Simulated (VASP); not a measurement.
Here is a VASP 6.6.1 calculation.

Contents of INCAR:

```
ALGO     = Normal         # electronic algorithm
DIPOL    = 0.5 0.5 0.342
EDIFF    = 1E-6           # SCF threshold, eV
ENCUT    = 520            # plane-wave cutoff, eV
GGA      = PE             # functional
IDIPOL   = 3            
ISIF     = 2              # what is computed and relaxed
ISMEAR   = 0              # smearing method
ISPIN    = 2              # spin polarisation
LASPH    = True           # aspherical terms in the spheres
LCHARG   = False          # write CHGCAR
LDIPOL   = True         
LORBIT   = 11             # projections on sites
LREAL    = False          # projectors in reciprocal space
LWAVE    = False          # write WAVECAR
MAGMOM   = 0 0 0 0 2      # initial moments
NBANDS   = 23             # bands
NELM     = 150            # most SCF steps
PREC     = Accurate       # precision mode
SIGMA    = 0.05           # smearing width, eV
```

The input KPOINTS:

```
k-points
0
Gamma
  7 7 1
```

The input POSCAR:

```
Si4S
1.0
    3.8675355712      0.0000000000      0.0000000000
    0.0000000000      3.8675355712      0.0000000000
    0.0000000000      0.0000000000     19.6115149722
Si S
4 1
Direct
    0.0000000000      0.5000000000      0.2039618054
    0.0000000000      0.0000000000      0.2736851448
    0.5000000000      0.0000000000      0.3452315372
    0.5000000000      0.5000000000      0.4136098095
    0.5000000000      1.0000000000      0.4742454231
```

Potentials or basis: VASP PAW PBE potentials, release 64 (Si, S).

Command:

```console
$ cat potpaw_PBE.64/Si/POTCAR potpaw_PBE.64/S/POTCAR > POTCAR
$ mpirun -np 1 vasp_std > vasp.out
```

(1) What does it give for the net moment?

(2) What does it give for the band gap on the k mesh?

## Answers

(1) 0.00 μB per cell.

(2) zero (filled and empty bands overlap).
